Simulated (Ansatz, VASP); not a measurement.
One calculation of HfC3, two programs

The input INCAR:

```
PREC = Accurate ; ENCUT = 600
EDIFF = 1E-7 ; ISMEAR = 0
SIGMA = 0.1 ; LREAL = False
LASPH = True ; NELM = 80
ALGO = Normal ; ISIF = 3
LWAVE = False ; LCHARG = False
GGA = PE ; IBRION = 2
NSW = 90 ; EDIFFG = -0.04
```

The input KPOINTS:

```
regular mesh
0
Gamma
  6 6 6
```

POSCAR

```
HfC3
1.0
   -1.7719384700      1.7719384700      4.4051862000
    1.7719384700     -1.7719384700      4.4051862000
    1.7719384700      1.7719384700     -4.4051862000
Hf C
1 3
Direct
    0.0000000000      0.0000000000      0.0000000000
    0.7500000000      0.2500000000      0.5000000000
    0.2500000000      0.7500000000      0.5000000000
    0.5000000000      0.5000000000      0.0000000000
```

Input for Ansatz:

```yaml
crystal:
  lattice:
    - [-1.77193847, 1.77193847, 4.4051862]
    - [1.77193847, -1.77193847, 4.4051862]
    - [1.77193847, 1.77193847, -4.4051862]
  atoms:
    - { symbol: Hf, position: [0.0, 0.0, 0.0] }
    - { symbol: C, position: [0.75, 0.25, 0.5] }
    - { symbol: C, position: [0.25, 0.75, 0.5] }
    - { symbol: C, position: [0.5, 0.5, 0.0] }
basis:
  ecutwfc: 420
kpoints:
  mp_grid: { grid: [6, 6, 6] }
hamiltonian:
  xc: pbe
scf:
  occupations: { method: gaussian, width: 0.1 }
  lower_state_search: "off"
output:
  forces: true
  stress: true
  eigenvalues: true
relax:
  adjacent_minimum: "off"
  f_tol: 0.04
  max_steps: 70
  cell: { stress_tol: 0.4 }
```

Change from the starting cell: species swapped into the CdHg3 type (I4/mmm, No. 139).

Alike in both runs: task relaxation of cell and atoms; functional PBE; k mesh 6 × 6 × 6; occupations gaussian, width 0.1 eV; no spin polarisation.

|  | VASP | Ansatz |
| --- | --- | --- |
| version | VASP 6.6.1 | Ansatz 0.2.0 |
| potentials or method | VASP PAW PBE potentials, release 64 (Hf_pv, C), cutoff 600 eV | scalar-relativistic, plane waves, PAW |
| valence electrons in the cell | 22 | 38 |

```csv
,VASP,Ansatz,Ansatz less VASP
"gap on the k mesh at the Fermi level, each at its own relaxed structure (eV)",none,none,-
relaxed volume (Å³/atom),9.71,9.76,+0.051
relaxed cell length with the largest relative difference (Å),4.469,4.480,+0.0115
```

A gap of «none» marks a metal or a gap that the smearing closes. VASP's potentials hold 22 valence electrons a cell and Ansatz's 38, so a difference there can come from the potentials and not from the codes.

The k mesh is coarse, so the values compare programs but aren't converged. Spin-orbit coupling is off throughout. Noted on VASP's run: the volume moved by over 15 % at a fixed basis, so the end points are rough.
